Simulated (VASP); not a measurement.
Set up this calculation in VASP 6.6.1, as the native input.

```yaml
Task: single point
Functional: PBE
Potentials_or_basis: VASP PAW PBE potentials, release 64 (Au)
Cutoff: 520 eV
k_mesh: 12 × 12 × 12
Occupations: fermi-dirac, width 0.06 eV
Spin: no spin polarisation
Dipole_correction: no
Further_INCAR_settings: ALGO = Normal; EDIFF = 1e-06; NBANDS = 12
```

The structure of Au lies in POSCAR:

```
Au
1.0
    0.0000000000      2.0967585000      2.0967585000
    2.0967585000      0.0000000000      2.0967585000
    2.0967585000      2.0967585000      0.0000000000
Au
1
Direct
    0.0000000000      0.0000000000      0.0000000000
```

The input as run:

INCAR

```
SYSTEM = Au
PREC     = Accurate       ! precision mode
ENCUT    = 520            ! plane-wave cutoff, eV
EDIFF    = 1E-6           ! SCF threshold, eV
ISMEAR   = -1             ! smearing method
SIGMA    = 0.06           ! smearing width, eV
LREAL    = .False.        ! projectors in reciprocal space
LASPH    = .True.         ! aspherical terms in the spheres
NELM     = 80             ! most SCF steps
ALGO     = Normal         ! electronic algorithm
ISIF     = 2              ! what is computed and relaxed
LWAVE    = .False.        ! write WAVECAR
LCHARG   = .True.         ! write CHGCAR
GGA      = PE             ! functional
LELF     = .True.         ! ELF
LVHAR    = .True.       
NBANDS   = 12             ! bands
```

KPOINTS

```
regular mesh
0
Gamma
  12 12 12
  0 0 0
```

Potentials or basis: VASP PAW PBE potentials, release 64 (Au).

Run with:

```console
$ cat potpaw_PBE.64/Au/POTCAR > POTCAR
$ mpirun -np 1 vasp_std > vasp.out
```

Results of the run:

```yaml
Pressure: -3.3 GPa
```

Run time: 11 s on 1 thread of Intel(R) Xeon(R) Platinum 8559C (Emerald Rapids) (shared host), peak memory 0.15 GiB.
